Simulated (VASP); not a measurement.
Wanted: the native input for a VASP 6.6.1 run.

```
Task                   : single point
Functional             : LDA
Potentials or basis    : VASP PAW LDA potentials, release 64 (Si, O)
Cutoff                 : 520 eV
k mesh                 : 4 × 4 × 4
Occupations            : gaussian, width 0.02 eV
Spin                   : no spin polarisation
Dipole correction      : no
Further INCAR settings : LREAL = Auto; ALGO = Normal; EDIFF = 1e-06; NBANDS = 82
```

The structure of SiO2 lies in POSCAR:

```
SiO2
1.0
    6.8320964799      0.0000000000      0.0000000000
    0.0000000000      6.8320964799      0.0000000000
    0.0000000000      0.0000000000      6.8320964799
Si O
8 16
Direct
    0.2974743768      0.2974743768      0.2974743768
    0.2025256232      0.7025256232      0.7974743768
    0.7974743768      0.2025256232      0.7025256232
    0.7025256232      0.7974743768      0.2025256232
    1.0280361620      1.0280361620      1.0280361620
    0.4719638380     -0.0280361620      0.5280361620
    0.5280361620      0.4719638380     -0.0280361620
   -0.0280361620      0.5280361620      0.4719638380
    0.1623593325      0.1623593325      0.1623593325
    0.3376406675      0.8376406675      0.6623593325
    0.6623593325      0.3376406675      0.8376406675
    0.8376406675      0.6623593325      0.3376406675
    0.6359109591      0.6780942710      0.0108263464
    0.8640890409      0.3219057290      0.5108263464
    0.1359109591      0.8219057290      0.9891736536
    0.3640890409      0.1780942710      0.4891736536
    0.0108263464      0.6359109591      0.6780942710
    0.5108263464      0.8640890409      0.3219057290
    0.9891736536      0.1359109591      0.8219057290
    0.4891736536      0.3640890409      0.1780942710
    0.6780942710      0.0108263464      0.6359109591
    0.3219057290      0.5108263464      0.8640890409
    0.8219057290      0.9891736536      0.1359109591
    0.1780942710      0.4891736536      0.3640890409
```

This cell differs from its parent crystal: volume scaled by 0.91, then relaxed in part.

These files were run (other wordings do the same):

INCAR

```
  PREC = Accurate
  ENCUT = 520
  EDIFF = 1E-6
  ISMEAR = 0
  SIGMA = 0.02
  LREAL = Auto
  LASPH = T
  NELM = 100
  ALGO = Normal
  ISIF = 2
  LWAVE = F
  LCHARG = F
  NBANDS = 82
```

KPOINTS

```
Automatic mesh
0
Gamma
  4 4 4
```

Potentials or basis: VASP PAW LDA potentials, release 64 (Si, O).

Command:

```console
$ cat potpaw_LDA.64/Si/POTCAR potpaw_LDA.64/O/POTCAR > POTCAR
$ mpirun -np 1 vasp_std > vasp.out
```

Results of the run:

The pressure is 2.0 GPa. The largest force is 0.061 eV/Å and the band gap on the k mesh is 5.86 eV, indirect (least direct gap 5.87 eV).

It took 8.5 min on 1 thread of AMD EPYC 7R43 64-Core Processor (Zen 3), on a shared host, peak memory 0.37 GiB.
